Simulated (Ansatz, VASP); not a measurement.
# One calculation of BeAs3, two programs

INCAR

```
SYSTEM = BeAs3
PREC = Accurate
ENCUT = 600
EDIFF = 1E-6
ISMEAR = 0
SIGMA = 0.1
LREAL = .False.
LASPH = .True.
NELM = 80
ALGO = Normal
ISIF = 3
LWAVE = .False.
LCHARG = .False.
GGA = PE
IBRION = 2
NSW = 90
EDIFFG = -0.04
```

Contents of KPOINTS:

```
regular mesh
0
Gamma
  3 3 4
  0 0 0
```

POSCAR

```
BeAs3
1.0
    5.8890849469      0.0000000000      0.0000000000
   -2.9445424734      5.1000971690      0.0000000000
    0.0000000000      0.0000000000      4.7268993104
Be As
2 6
Direct
    0.3333333333      0.6666666667      0.2500000000
    0.6666666667      0.3333333333      0.7500000000
    0.8330000000      0.6660000000      0.2500000000
    0.1670000000      0.8330000000      0.7500000000
    0.3340000000      0.1670000000      0.2500000000
    0.1670000000      0.3340000000      0.7500000000
    0.8330000000      0.1670000000      0.2500000000
    0.6660000000      0.8330000000      0.7500000000
```

Input for Ansatz:

```yaml
crystal:
  lattice:
    - [5.8890849469, 0.0, 0.0]
    - [-2.9445424734, 5.100097169, 0.0]
    - [0.0, 0.0, 4.7268993104]
  atoms:
    - { symbol: Be, position: [0.3333333333, 0.6666666667, 0.25] }
    - { symbol: Be, position: [0.6666666667, 0.3333333333, 0.75] }
    - { symbol: As, position: [0.833, 0.666, 0.25] }
    - { symbol: As, position: [0.167, 0.833, 0.75] }
    - { symbol: As, position: [0.334, 0.167, 0.25] }
    - { symbol: As, position: [0.167, 0.334, 0.75] }
    - { symbol: As, position: [0.833, 0.167, 0.25] }
    - { symbol: As, position: [0.666, 0.833, 0.75] }
basis:
  ecutwfc: 420
kpoints:
  mp_grid: { grid: [3, 3, 4] }
hamiltonian:
  xc: pbe
scf:
  occupations: { method: gaussian, width: 0.1 }
  lower_state_search: "off"
output:
  forces: true
  stress: true
  eigenvalues: true
relax:
  adjacent_minimum: "off"
  f_tol: 0.04
  max_steps: 70
  cell: { stress_tol: 0.4 }
```

Alike in both runs: task relaxation of cell and atoms; functional PBE; k mesh 3 × 3 × 4; occupations gaussian, width 0.1 eV; no spin polarisation.

|  | VASP | Ansatz |
| --- | --- | --- |
| version | VASP 6.6.1 | Ansatz 0.2.0 |
| potentials or method | VASP PAW PBE potentials, release 64 (Be, As), cutoff 600 eV | scalar-relativistic, plane waves, PAW |
| valence electrons in the cell | 34 | 94 |

Ansatz gave:

```
gap on the k mesh at the Fermi level, each at its own relaxed structure (eV) : none
relaxed volume (Å³/atom)                                                     : 26.47
relaxed cell length with the largest relative difference (Å)                 : 8.269
```

Q: Which values does VASP return?

A: gap on the k mesh at the Fermi level, each at its own relaxed structure (eV): none; relaxed volume (Å³/atom): 26.57; relaxed cell length with the largest relative difference (Å): 8.286.

A gap of «none» marks a metal or a gap that the smearing closes. VASP's potentials hold 34 valence electrons a cell and Ansatz's 94, so a difference there can come from the potentials and not from the codes.

The k mesh is coarse, so the values compare programs but aren't converged. Noted on VASP's run: the volume moved by over 15 % at a fixed basis, so the end points are rough.
